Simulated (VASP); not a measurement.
Li3SCl:

```
Cl S Li
1.0
     4.57898    0.00000    0.00000
     0.00000    4.57898    0.00000
     0.00000    0.00000    4.57898
Cl S Li
1 1 3
Direct
  0.00000 0.00000 0.00000
  0.50000 0.50000 0.50000
  0.50000 0.50000 0.00000
  0.50000 0.00000 0.50000
  0.00000 0.50000 0.50000
```

Base run:

| Property | Result |
| --- | --- |
| Program | VASP 6.6.1 |
| Functional | PBE |
| Potentials or basis | VASP PAW PBE potentials, release 64 (Cl, S, Li_sv) |
| Cutoff | 520 eV |
| k mesh | 4 × 4 × 4 |
| Occupations | gaussian, width 0.01 eV |
| Spin | no spin polarisation |

Its results: band gap on the k mesh 4.12 eV, indirect (least direct gap 4.15 eV).

Problem. The run is repeated on the same cell with these changes: functional from PBE to r2SCAN. What comes out?

Solution. Band gap on the k mesh 4.66 eV, direct.

r2SCAN gives the wider gap, since meta-GGAs in the generalised Kohn-Sham scheme recover part of the derivative discontinuity.

A k mesh can miss the band edges.
